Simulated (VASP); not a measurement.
Wanted: the native input for a VASP 6.6.1 run.

```
Task                   : single point
Functional             : PBE
Dispersion             : D3(BJ)
Potentials or basis    : VASP PAW PBE potentials, release 64 (I)
Cutoff                 : 520 eV
k mesh                 : 9 × 9 × 9
Occupations            : fermi-dirac, width 0.05 eV
Spin                   : no spin polarisation
Dipole correction      : no
Further INCAR settings : ALGO = Normal; EDIFF = 1e-06; NBANDS = 10
```

The structure of I lies in POSCAR:

```
I
1.0
    0.0000000000      2.3812671275      3.9357338680
    2.2067640717      0.0000000000      3.9357338680
    2.2067640717      2.3812671275      0.0000000000
I
1
Direct
    0.0000000000      0.0000000000      0.0000000000
```

These files were run (other wordings do the same):

INCAR

```
PREC = Accurate ; ENCUT = 520
EDIFF = 1E-6 ; ISMEAR = -1
SIGMA = 0.05 ; LREAL = False
LASPH = True ; NELM = 100
ALGO = Normal ; ISIF = 2
LWAVE = False ; LCHARG = True
GGA = PE ; IVDW = 12
LELF = True ; LVHAR = True
NBANDS = 10
```

KPOINTS

```
regular mesh
0
Gamma
  9 9 9
```

Potentials or basis: VASP PAW PBE potentials, release 64 (I).

Launch:

```bash
$ cat potpaw_PBE.64/I/POTCAR > POTCAR
$ mpirun -np 1 vasp_std > vasp.out
```

It gave:

```
Pressure                   : -1.4 GPa
Band gap on the k mesh     : zero (an odd number of electrons rules out a gap without spin polarisation)
Dispersion energy per atom : -0.310 eV
```

Caveat: spin-orbit coupling is left out, which moves the levels of the heavy elements; an odd number of electrons without spin polarisation forces a metal; a magnetic or distorted state may lie lower.

Run time: 42 s on 1 thread of Intel Xeon 8259CL (shared host), peak memory 0.22 GiB.
